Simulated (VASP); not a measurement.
# GaSb (Pmma) in VASP: relaxation of cell and atoms with PBE

Aim: the relaxation of cell and atoms of GaSb with PBE.

Program: VASP 6.6.1. These are calculated values, not measurements. Logs are shortened: lines on timing, memory, paths and dates and some standing lists are left out, and cuts for length are marked.

## 1. The cell of the first run

Symmetry: Pmma, No. 51, orthorhombic system. Conventional cell: a = 5.730 Å, b = 3.936 Å, c = 5.752 Å, α = 90.00°, β = 90.00°, γ = 90.00°. Within 4.6 Å of Ga (site symmetry mm2) lie 8 Sb at 3.47 to 3.50 Å and 6 Ga at 3.94 to 4.12 Å. Within 4.6 Å of Sb (site symmetry mm2) lie 8 Ga at 3.47 to 3.50 Å and 6 Sb at 3.94 to 4.10 Å.

The cell was generated, and may not be a known phase.

## 2. Relaxation of cell and atoms, PBE

Input file INCAR:

```
SYSTEM = GaSb
PREC     = Accurate       ! precision mode
ENCUT    = 500            ! plane-wave cutoff, eV
EDIFF    = 1E-7           ! SCF threshold, eV
ISMEAR   = 0              ! smearing method
SIGMA    = 0.2            ! smearing width, eV
LREAL    = .False.        ! projectors in reciprocal space
LASPH    = .True.         ! aspherical terms in the spheres
NELM     = 120            ! most SCF steps
ALGO     = Normal         ! electronic algorithm
ISIF     = 3              ! what is computed and relaxed
LWAVE    = .False.        ! write WAVECAR
LCHARG   = .False.        ! write CHGCAR
GGA      = PE             ! functional
IBRION   = 2              ! ionic algorithm
NSW      = 36             ! ionic steps
EDIFFG   = -0.08          ! ionic threshold
GGA_COMPAT= .False.      
NELMIN   = 4
```

Input file KPOINTS:

```
Automatic mesh
0
Gamma
  4 5 4
  0 0 0
```

Input file POSCAR:

```
GaSb
1.0
    5.7299225300      0.0000000000      0.0000000000
    0.0000000000      3.9359730700      0.0000000000
    0.0000000000      0.0000000000      5.7518047500
Ga Sb
2 2
Direct
    0.7500000000      0.0000000000      0.7422884700
    0.2500000000      0.0000000000      0.2577115300
    0.7500000000      0.5000000000      0.2454303100
    0.2500000000      0.5000000000      0.7545696900
```

Potentials or basis: VASP PAW PBE potentials, release 64 (Ga_d, Sb).

Started as:

```
> cat potpaw_PBE.64/Ga_d/POTCAR potpaw_PBE.64/Sb/POTCAR > POTCAR
> mpirun -np 1 vasp_std > vasp.out
```

OUTCAR:

```text
SYSTEM = GaSb
   PREC = Accurate
   ENCUT = 500
   EDIFF = 1E-7
   ISMEAR = 0
   LREAL = .False.
   LASPH = .True.
   NELM = 120
   ISIF = 3
   GGA = PE
   IBRION = 2
   NSW = 36
   EDIFFG = -0.08
   NELMIN = 4

 ion  position               nearest neighbor table
   1  0.750  0.000  0.742-
   2  0.250  0.000  0.258-
   3  0.750  0.500  0.245-
   4  0.250  0.500  0.755-

  LATTYP: Found a simple orthorhombic cell.
 ALAT       =     3.9359730700
 B/A-ratio  =     1.4557829609
 C/A-ratio  =     1.4613425061

  Lattice vectors:

 A1 = (   0.0000000000,  -3.9359730700,   0.0000000000)
 A2 = (   5.7299225300,   0.0000000000,   0.0000000000)
 A3 = (   0.0000000000,   0.0000000000,   5.7518047500)

Analysis of symmetry for initial positions (statically):
=====================================================================
 Subroutine PRICEL returns:
 Original cell was already a primitive cell.

 Routine SETGRP: Setting up the symmetry group for a
 simple orthorhombic supercell.

 Subroutine GETGRP returns: Found  8 space group operations
 (whereof  4 operations were pure point group operations)
 out of a pool of  8 trial point group operations.

The static configuration has the point symmetry C_2h.
 The point group associated with its full space group is D_2h.

Analysis of symmetry for dynamics (positions and initial velocities):
=====================================================================
 Subroutine PRICEL returns:
 Original cell was already a primitive cell.

 Routine SETGRP: Setting up the symmetry group for a
 simple orthorhombic supercell.

 Subroutine GETGRP returns: Found  8 space group operations
 (whereof  4 operations were pure point group operations)
 out of a pool of  8 trial point group operations.

The dynamic configuration has the point symmetry C_2h.
 The point group associated with its full space group is D_2h.

 Subroutine INISYM returns: Found  8 space group operations
 (whereof  4 operations are pure point group operations),
 and found     1 'primitive' translations

----------------------------------------------------------------------------------------

                                     Primitive cell

  volume of cell :     129.7194

  direct lattice vectors                    reciprocal lattice vectors
     5.729922530  0.000000000  0.000000000     0.174522429  0.000000000  0.000000000
     0.000000000  3.935973070  0.000000000     0.000000000  0.254066779  0.000000000
     0.000000000  0.000000000  5.751804750     0.000000000  0.000000000  0.173858475

  length of vectors
     5.729922530  3.935973070  5.751804750     0.174522429  0.254066779  0.173858475

  position of ions in fractional coordinates (direct lattice)
     0.750000000  0.000000000  0.742288470
     0.250000000  0.000000000  0.257711530
     0.750000000  0.500000000  0.245430310
     0.250000000  0.500000000  0.754569690

  ion indices of the primitive-cell ions
   primitive index   ion index
                 1           1
                 2           2
                 3           3
                 4           4

----------------------------------------------------------------------------------------

 KPOINTS: Automatic mesh

Automatic generation of k-mesh.
 Grid dimensions read from file:
 generate k-points for:    4    5    4

 Generating k-lattice:

  Cartesian coordinates                     Fractional coordinates (reciprocal lattice)
     0.043630607  0.000000000  0.000000000     0.250000000  0.000000000  0.000000000
     0.000000000  0.050813356  0.000000000     0.000000000  0.200000000  0.000000000
     0.000000000  0.000000000  0.043464619     0.000000000  0.000000000  0.250000000

  Length of vectors
     0.043630607  0.050813356  0.043464619

  Shift w.r.t. Gamma in fractional coordinates (k-lattice)
     0.000000000  0.000000000  0.000000000

 Subroutine IBZKPT returns following result:
 ===========================================

 Found     27 irreducible k-points:

 Following reciprocal coordinates:
            Coordinates               Weight
  0.000000  0.000000  0.000000      1.000000
  0.250000  0.000000  0.000000      2.000000
  0.500000  0.000000  0.000000      1.000000
  0.000000  0.200000  0.000000      2.000000
  0.250000  0.200000  0.000000      4.000000
  0.500000  0.200000  0.000000      2.000000
[... 16 lines left out ...]
  0.250000  0.200000  0.500000      4.000000
  0.500000  0.200000  0.500000      2.000000
 [... further k-points ...]
   k-points           NKPTS =     27   k-points in BZ     NKDIM =     27   number of bands    NBANDS=     22
   number of dos      NEDOS =    301   number of ions     NIONS =      4
   total plane-waves  NPLWV =  52920
   dimension x,y,z NGX =    42 NGY =   30 NGZ =   42
   dimension x,y,z NGXF=    84 NGYF=   60 NGZF=   84
   ions per type =               2   2
   NGX,Y,Z   is equivalent  to a cutoff of  12.19, 12.67, 12.14 a.u.
   NGXF,Y,Z  is equivalent  to a cutoff of  24.37, 25.34, 24.28 a.u.
 SYSTEM =  GaSb
   PREC   = accura    normal or accurate (medium, high low for compatibility)
   ISTART =      0    job   : 0-new  1-cont  2-samecut
   ICHARG =      2    charge: 1-file 2-atom 10-const
   ISPIN  =      1    spin polarized calculation?
   LNONCOLLINEAR =      F non collinear calculations
   LSORBIT =      F    spin-orbit coupling
   LASPH  =      T    aspherical Exc in radial PAW
   ENCUT  =  500.0 eV  36.75 Ry    6.06 a.u.  10.45  7.18 10.49*2*pi/ulx,y,z
   NELM   =    120;   NELMIN=  4; NELMDL= -5     # of ELM steps
   EDIFF  = 0.1E-06   stopping-criterion for ELM
   LREAL  =      F    real-space projection
   EDIFFG = -.8E-01   stopping-criterion for IOM
   NSW    =     36    number of steps for IOM
   IBRION =      2    ionic relax: 0-MD 1-quasi-New 2-CG
   NFREE  =      1    steps in history (QN), initial steepest desc. (CG)
   ISIF   =      3    stress and relaxation
   ISYM   =      2    0-nonsym 1-usesym 2-fastsym
   POTIM  = 0.5000    time-step for ionic-motion
   TEBEG  =    0.0;   TEEND  =   0.0 temperature during run
   PSTRESS=    0.0 pullay stress
   NELECT =      36.0000    total number of electrons
   NUPDOWN=      -1.0000    fix difference up-down
   EMIN   =  10.00;   EMAX   =-10.00  energy-range for DOS
   EFERMI =   0.00;   METHOD = LEGACY
   ISMEAR =     0;   SIGMA  =   0.20  broadening in eV -4-tet -1-fermi 0-gaus
   EFERMI_NEDOS =   21; number of points for ismear=-14 and -15
   IALGO  =     38    algorithm
   IMIX   =      4    mixing-type and parameters
     AMIX     =   0.40;   BMIX     =  1.00
     AMIX_MAG =   1.60;   BMIX_MAG =  1.00
  volume/ion in A,a.u.               =      32.43       218.85
  Fermi-wavevector in a.u.,A,eV,Ry     =   1.067843  2.017930 15.514564  1.140288
  Thomas-Fermi vector in A             =   2.203472
   LORBIT       =      0    0 simple, 1 ext, 2 COOP (PROOUT), +10 PAW based schemes
   GGA     = PE    functional components
   LHFCALC =     F    Hartree Fock is set to
   AEXX    =    0.0000 exact exchange contribution
   IVDW    =     0    specifies the selected vdW correction
   LEPSILON=     F    determine dielectric tensor
   LRPA    =     F    only Hartree local field effects (RPA)
 conjugate gradient relaxation of ions
 non-spin polarized calculation
 Gauss-broadening in eV      SIGMA  =   0.20
  energy-cutoff  :      500.00
  volume of cell :      129.72
 maximum number of plane-waves:      3339
 NGX is ok and might be reduce to    42
   NGX = 21   NGY = 15   NGZ = 21

--------------------------------------- Ionic step        1  -------------------------------------------

 number of electron      35.9999991 magnetization

 Free energy of the ion-electron system (eV)
  ---------------------------------------------------
  ext. energy  EPLUGINS =         0.00000000
  ---------------------------------------------------
  free energy    TOTEN  =       -12.53131499 eV

  energy without entropy =      -12.47974274  energy(sigma->0) =      -12.50552886

 E-fermi :   3.8511     XC(G=0):  -9.0202

 val. band max:        3.7710815367   @ k =   0.0000   0.2000   0.0000
 cond. band min:       3.8664970468   @ k =   0.0000   0.0000   0.0000
 fundamental gap:      0.0954155101
 Fermi energy:         3.8510667956

 k-point     1 :       0.0000    0.0000    0.0000
  band No.  band energies     occupation
      1     -10.9733      2.00000
      2     -10.9688      2.00000
      3     -10.9647      2.00000
      4     -10.9646      2.00000
      5     -10.9587      2.00000
      6     -10.9580      2.00000
[... 574 lines left out ...]
      6     -10.9558      2.00000
[... 14 lines left out ...]
     21       7.0901      0.00000
     22       7.0903      0.00000

 [... further k-points ...]
[... 5 lines left out ...]
  --------------------------------------------------------------------------------------
  -------------------------------------------------------------------------------------
  Total       -6.0087786     -6.4661949     -6.0435316      0.0000000      0.0000000      0.0000000
  in kB      -74.2150154    -79.8646087    -74.6442526      0.0000000      0.0000000      0.0000000
  external PRESSURE =     -76.2412922 kB  Pullay stress =       0.0000000 kB
[... 175 lines left out ...]
  energy  without entropy=      -13.6790984315  energy(sigma->0) =      -13.69781500

--------------------------------------- Ionic step        6  -------------------------------------------

 number of electron      36.0000006 magnetization

 Free energy of the ion-electron system (eV)
  ---------------------------------------------------
  ext. energy  EPLUGINS =         0.00000000
  ---------------------------------------------------
  free energy    TOTEN  =       -13.72447353 eV

  energy without entropy =      -13.68299426  energy(sigma->0) =      -13.70373390

 E-fermi :   7.0173     XC(G=0): -10.4498

 val. band max:        6.9805442393   @ k =   0.0000   0.4000   0.2500
 cond. band min:       7.1375230815   @ k =   0.5000   0.2000   0.5000
 fundamental gap:      0.1569788422
 Fermi energy:         7.0172745330

 k-point     1 :       0.0000    0.0000    0.0000
  band No.  band energies     occupation
      1      -7.9178      2.00000
      2      -7.8990      2.00000
      3      -7.8791      2.00000
      4      -7.8777      2.00000
      5      -7.8455      2.00000
      6      -7.8454      2.00000
[... 574 lines left out ...]
      6      -7.8606      2.00000
[... 14 lines left out ...]
     21      10.4657      0.00000
     22      10.4657      0.00000

 [... further k-points ...]
[... 5 lines left out ...]
  --------------------------------------------------------------------------------------
  -------------------------------------------------------------------------------------
  Total        0.0924690      0.1470539      0.2030571      0.0000000      0.0000000      0.0000000
  in kB        1.5826886      2.5169565      3.4755016      0.0000000      0.0000000      0.0000000
  external PRESSURE =       2.5250489 kB  Pullay stress =       0.0000000 kB
[... 19 lines left out ...]
  FREE ENERGIE OF THE ION-ELECTRON SYSTEM (eV)
  ---------------------------------------------------
  free  energy   TOTEN  =       -13.7244735344 eV

  energy  without entropy=      -13.6829942638  energy(sigma->0) =      -13.70373390

 reached required accuracy - stopping structural energy minimisation
```

Wall time 7.2 min (1 thread of Oxide Virtual Turin-like, shared host); peak memory 0.23 GiB.

Results:

```yaml
Free_energy: -13.7245 eV
Relaxed_volume: 23.40 Å³/atom
Relaxed_cell: a = 5.243 Å, b = 3.412 Å, c = 5.233 Å, α = 90.00°, β = 90.00°, γ = 90.00°
Space_group_after_relaxing_to_0.1_Å: Pmma (No. 51)
Energy_gained_by_relaxing: 298.3 meV/atom
Ionic_steps: 6
Pressure_after_relaxing: 0.3 GPa
Largest_force_after_relaxing: 0.017 eV/Å
Band_gap_on_the_k_mesh: zero (bands 18 and 19 overlap by 3.06 eV)
```

Forces on the atoms (eV/Å):
```
Ga   0.000  0.000  0.017
Ga   0.000  0.000 -0.017
Sb   0.000  0.000  0.012
Sb   0.000  0.000 -0.012
```

Step by step:
```
step  energy change (eV)  largest force (eV/Å)  pressure (GPa)  volume (Å³)
   1              0.0000                0.0095           -7.62       129.72
   2             -1.0589                0.0115           -3.75       102.85
   3             -1.1700                0.0237           -0.27        94.74
   4             -1.1706                0.0248            0.08        94.09
   5             -1.1852                0.0213            0.16        93.90
   6             -1.1932                0.0166            0.25        93.61
```

Final structure:
```
CELL_PARAMETERS angstrom
5.24273 0.00000 0.00000
0.00000 3.41170 0.00000
0.00000 0.00000 5.23339
ATOMIC_POSITIONS crystal
Ga 0.75000 0.00000 0.74276
Ga 0.25000 0.00000 0.25724
Sb 0.75000 0.50000 0.24559
Sb 0.25000 0.50000 0.75441
```

Levels at points of the mesh, in eV from the Fermi level:
| k point | band 16 | band 17 | band 18 | band 19 | band 20 | band 21 |
| --- | --- | --- | --- | --- | --- | --- |
| (0.00, 0.00, 0.00) | -2.35 | -1.07 | -1.05 | 0.64 | 3.59 | 3.69 |
| (0.50, 0.00, 0.00) | -3.56 | 1.12 | 1.12 | 1.95 | 1.95 | 3.72 |
| (0.00, 0.00, 0.50) | -3.55 | 1.12 | 1.19 | 1.95 | 1.95 | 3.68 |
| (0.50, 0.00, 0.50) | 1.05 | 2.37 | 2.37 | 2.63 | 2.63 | 2.78 |

Caveat: the volume moved by over 15 % at a fixed basis, so the end points are rough; spin-orbit coupling is left out, which moves the levels of the heavy elements.

The gap in the log of VASP goes by the Fermi energy; the results here count the filled bands.